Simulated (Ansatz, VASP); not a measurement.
FeSi: VASP beside Ansatz

```xyz
8
Lattice="4.3104 0.0000 0.0000 0.0000 4.3104 0.0000 0.0000 0.0000 4.3104" Properties=species:S:1:pos:R:3 pbc="T T T"
Fe    0.5971    0.5971    0.5971
Fe    1.5581    3.7133    2.7523
Fe    2.7523    1.5581    3.7133
Fe    3.7133    2.7523    1.5581
Si    3.6287    3.6287    3.6287
Si    2.8369    0.6817    1.4735
Si    1.4735    2.8369    0.6817
Si    0.6817    1.4735    2.8369
```

Alike in both runs: task relaxation of the atoms; functional PBE; k mesh 8 × 8 × 8; occupations gaussian, width 0.01 eV; no spin polarisation.

|  | VASP | Ansatz |
| --- | --- | --- |
| version | VASP 6.6.1 | Ansatz 0.2.0 |
| potentials or method | VASP PAW PBE potentials, release 64 (Fe, Si), cutoff 520 eV | scalar-relativistic, plane waves, PAW |
| valence electrons in the cell | 48 | 80 |

|  | VASP | Ansatz | Ansatz less VASP |
| --- | --- | --- | --- |
| gap on the k mesh at the Fermi level, each at its own relaxed structure (eV) | 0.15 | 0.16 | +0.007 |

VASP's potentials hold 48 valence electrons a cell and Ansatz's 80, so a difference there can come from the potentials and not from the codes. Ansatz's warnings: stress scf threshold loose.
